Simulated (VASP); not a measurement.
# HC2Cl5: single point with PBE

HC2Cl5:

```
CELL_PARAMETERS angstrom
7.23316 0.00000 -0.20129
0.00000 12.30104 0.00000
-3.55266 0.00000 9.72217
ATOMIC_POSITIONS crystal
H 0.31093 0.20531 0.13671
H 0.68907 0.70531 0.36329
H 0.68907 0.79469 0.86329
H 0.31093 0.29469 0.63671
C 0.16495 0.16131 0.27758
C 0.83505 0.66131 0.22242
C 0.83505 0.83869 0.72242
C 0.16495 0.33869 0.77758
C 0.34828 0.15885 0.23332
C 0.65172 0.65885 0.26668
C 0.65172 0.84115 0.76668
C 0.34828 0.34115 0.73332
Cl 0.10800 0.30027 0.29813
Cl 0.89200 0.80027 0.20187
Cl 0.89200 0.69973 0.70187
Cl 0.10800 0.19973 0.79813
Cl 0.20992 0.08881 0.43466
Cl 0.79008 0.58881 0.06534
Cl 0.79008 0.91119 0.56534
Cl 0.20992 0.41119 0.93466
Cl 0.95774 0.10307 0.14064
Cl 0.04226 0.60307 0.35936
Cl 0.04226 0.89693 0.85936
Cl 0.95774 0.39693 0.64064
Cl 0.55910 0.22137 0.36025
Cl 0.44090 0.72137 0.13975
Cl 0.44090 0.77863 0.63975
Cl 0.55910 0.27863 0.86025
Cl 0.40727 0.02399 0.19957
Cl 0.59273 0.52399 0.30043
Cl 0.59273 0.97601 0.80043
Cl 0.40727 0.47601 0.69957
```

* Program: VASP 6.6.1
* Task: single point
* Functional: PBE
* Potentials or basis: VASP PAW PBE potentials, release 64 (H, C, Cl)
* Cutoff: 520 eV
* k mesh: 4 × 2 × 2
* Occupations: gaussian, width 0.02 eV
* Spin: no spin polarisation

* Pressure: -0.3 GPa
* Largest force: 0.143 eV/Å
* Band gap on the k mesh: 4.86 eV, direct

Forces on the atoms (eV/Å):
```
H    0.005  0.008 -0.018
H   -0.005  0.008  0.018
H   -0.005 -0.008  0.018
H    0.005 -0.008 -0.018
C   -0.125  0.004  0.034
C    0.125  0.004 -0.034
C    0.125 -0.004 -0.034
C   -0.125 -0.004  0.034
C    0.121 -0.058  0.049
C   -0.121 -0.058 -0.049
C   -0.121  0.058 -0.049
C    0.121  0.058  0.049
Cl   0.019 -0.099 -0.015
Cl  -0.019 -0.099  0.015
Cl  -0.019  0.099  0.015
Cl   0.019  0.099 -0.015
Cl   0.010  0.050 -0.089
Cl  -0.010  0.050  0.089
Cl  -0.010 -0.050  0.089
Cl   0.010 -0.050 -0.089
Cl   0.063  0.045  0.081
Cl  -0.063  0.045 -0.081
Cl  -0.063 -0.045 -0.081
Cl   0.063 -0.045  0.081
Cl  -0.057 -0.047 -0.069
Cl   0.057 -0.047  0.069
Cl   0.057  0.047  0.069
Cl  -0.057  0.047 -0.069
Cl  -0.034  0.098  0.020
Cl   0.034  0.098 -0.020
Cl   0.034 -0.098 -0.020
Cl  -0.034 -0.098  0.020
```

Stress tensor (GPa, compression positive):
```
-0.12  0.00 -0.11
 0.00 -0.37  0.00
-0.11  0.00 -0.28
```

Levels at points of the mesh, in eV from the valence-band top:
```
           k point  band 85  band 86  band 87  band 88  band 89  band 90  band 91  band 92
(0.00, 0.00, 0.00)    -0.14    -0.13    -0.04     0.00     4.86     4.87     4.93     5.03
(0.50, 0.00, 0.00)    -0.15    -0.13    -0.08    -0.03     4.92     4.95     4.99     5.00
(0.00, 0.50, 0.00)    -0.10    -0.10    -0.07    -0.07     4.88     4.88     4.98     4.98
(0.50, 0.50, 0.00)    -0.14    -0.14    -0.06    -0.06     4.95     4.95     5.02     5.02
(0.00, 0.00, 0.50)    -0.14    -0.14    -0.02    -0.02     4.91     4.91     5.00     5.00
(0.50, 0.00, 0.50)    -0.11    -0.11    -0.08    -0.08     4.87     4.87     5.00     5.00
(0.00, 0.50, 0.50)    -0.10    -0.10    -0.07    -0.07     4.91     4.91     5.02     5.02
(0.50, 0.50, 0.50)    -0.10    -0.10    -0.09    -0.09     4.95     4.95     4.98     4.98
```

Wall time 61 min on 4 MPI ranks on AMD EPYC 7R13 Processor (Zen 3), with other jobs on the host, peak memory 1.2 GiB a rank.

A k mesh can miss the band edges. A hybrid or GW would open this gap; PBE tends to underestimate it.
